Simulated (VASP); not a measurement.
Here is a VASP 6.6.1 calculation.

The input POSCAR:

```
Sn
1.0
   -1.7265390000      1.7755470000      2.3383420000
    1.7265390000     -1.7755470000      2.3383420000
    1.7265390000      1.7755470000     -2.3383420000
Sn
1
Direct
    0.0000000000      0.0000000000      0.0000000000
```

The input INCAR.step1:

```
SYSTEM = Sn
PREC = Accurate
ENCUT = 400
EDIFF = 1E-5
ISMEAR = -1
SIGMA = 0.05
LREAL = .FALSE.
LASPH = .TRUE.
NELM = 120
ALGO = Normal
ISIF = 2
LWAVE = .TRUE.
LCHARG = .FALSE.
NBANDS = 13
GGA = PE
GGA_COMPAT = .FALSE.
```

Contents of INCAR.step2:

```
SYSTEM = Sn
PREC = Accurate
ENCUT = 400
EDIFF = 1E-6
ISMEAR = -1
SIGMA = 0.05
LREAL = .FALSE.
LASPH = .TRUE.
NELM = 120
ALGO = Normal
ISIF = 2
LWAVE = .FALSE.
LCHARG = .FALSE.
GGA = PS
LHFCALC = .TRUE.
AEXX = 0.25
HFSCREEN = 0.207
PRECFOCK = Normal
NBANDS = 13
ISTART = 1
GGA_COMPAT = .FALSE.
```

The input KPOINTS:

```
Automatic mesh
0
G
  6 6 6
  0 0 0
```

Potentials or basis: VASP PAW PBE potentials, release 64 (Sn_d).

The run is started by

```bash
$ cat potpaw_PBE.64/Sn_d/POTCAR > POTCAR
$ cp INCAR.step1 INCAR
$ mpirun -np 1 vasp_std > vasp.out
$ cp INCAR.step2 INCAR
$ mpirun -np 1 vasp_std > vasp.out
```

What does it give for the band gap on the k mesh?

Zero (bands 7 and 8 overlap by 9.97 eV).

Predict the pressure.

-3.1 GPa.

Stress tensor (GPa, compression positive):
```
-4.81  0.00  0.00
 0.00 -0.11  0.00
 0.00  0.00 -4.31
```

Caveat: the k points lie up to 0.38 Å⁻¹ apart, too coarse for converged energies and pressures of a metal; the PAW data sets were made with another functional, which shifts forces and pressure a little; spin-orbit coupling is left out, which moves the levels of the heavy elements.
